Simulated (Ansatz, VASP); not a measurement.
One calculation of SrC2, two programs

```
Sr C
1.0
     2.41663    1.39524    2.39893
    -2.41663    1.39524    2.39893
     0.00000   -2.79049    2.39893
Sr C
1 2
Direct
  0.00000 0.00000 0.00000
  0.59156 0.59156 0.59156
  0.40844 0.40844 0.40844
```

Change from the starting cell: strain -0.040 along x and y, +0.040 along z, atoms carried along.

Alike in both runs: task single point; functional LDA; k mesh 9 × 9 × 9; occupations gaussian, width 0.05 eV; no spin polarisation.

|  | VASP | Ansatz |
| --- | --- | --- |
| version | VASP 6.6.1 | Ansatz 0.2.0 |
| potentials or method | VASP PAW LDA potentials, release 64 (Sr_sv, C), cutoff 520 eV | scalar-relativistic, plane waves, PAW |
| valence electrons in the cell | 18 | 18 |

|  | VASP | Ansatz | Ansatz less VASP |
| --- | --- | --- | --- |
| gap on the k mesh at the Fermi level (eV) | 1.37 | 1.40 | +0.032 |
| least direct gap on the mesh (eV) | 2.06 | 2.08 | +0.016 |
| pressure (GPa) | -8.2 | -8.6 | -0.46 |
| traceless stress, the component that is largest in VASP (GPa) | -13.04 | -13.20 | -0.153 |
| rms of the force components (eV/Å) | 1.654 | 1.687 | +0.0332 |

LDA's correlation is that of Perdew and Zunger in VASP and of Perdew and Wang (1992) in Ansatz. Atom by atom the forces differ by 0.033 eV/Å (rms over components).
